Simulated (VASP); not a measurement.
Here is a VASP 6.6.1 calculation.

Contents of INCAR:

```
SYSTEM = TaN
  ALGO = Fast
  EDIFF = 1E-6
  ENCUT = 520
  ISIF = 2
  ISMEAR = 0
  ISYM = 0
  LASPH = .True.
  LCHARG = .True.
  LELF = .True.
  LREAL = .False.
  LVHAR = .True.
  LWAVE = .False.
  NBANDS = 42
  NELM = 100
  PREC = Accurate
  SIGMA = 0.15
```

File KPOINTS:

```
k-points
0
Gamma
  14 14 4
  0 0 0
```

The input POSCAR:

```
TaN
1.0
   -3.1035877079      0.0000000000      0.0000000000
   -1.5517938539     -2.6877857979      0.0000000000
   -1.9397423174     -2.4638036481     12.0200957435
Ta N
4 4
Direct
    0.1802291411     -0.5087397240      0.9186251535
    0.2635624744     -0.0504063907      0.4186251535
    0.6385624744      0.5120936093      0.1686251535
    0.5552291411      0.0537602760      0.6686251535
    0.3197708589      0.2587397240      0.0813748465
    0.2364375256     -0.1995936093      0.5813748465
    0.6114375256      0.3629063907      0.3313748465
    0.5281041922     -0.0954269426      0.8313748465
```

Potentials or basis: VASP PAW LDA potentials, release 64 (Ta_pv, N).

Command:

```sh
$ cat potpaw_LDA.64/Ta_pv/POTCAR potpaw_LDA.64/N/POTCAR > POTCAR
$ mpirun -np 1 vasp_std > vasp.out
```

Problem. Predict the largest force.

Solution. 1.058 eV/Å.

Problem. Predict the pressure.

Solution. 0.6 GPa.

Problem. What does it give for the band gap on the k mesh?

Solution. Zero (bands 32 and 33 overlap by 0.40 eV).

Forces in eV/Å, atoms in the order of the input:
```
Ta  -0.872  0.504  0.325
Ta  -0.018  0.011 -0.022
Ta   0.139 -0.080  0.106
Ta  -0.018  0.011  0.007
N    0.401 -0.232 -0.681
N    0.021 -0.013 -0.022
N    0.006 -0.004  0.087
N    0.339 -0.196  0.198
```

Caveat: spin-orbit coupling is left out, which moves the levels of the heavy elements; forces of over 1 eV/Å act on the atoms, so gaps and moduli don't describe the material at rest.
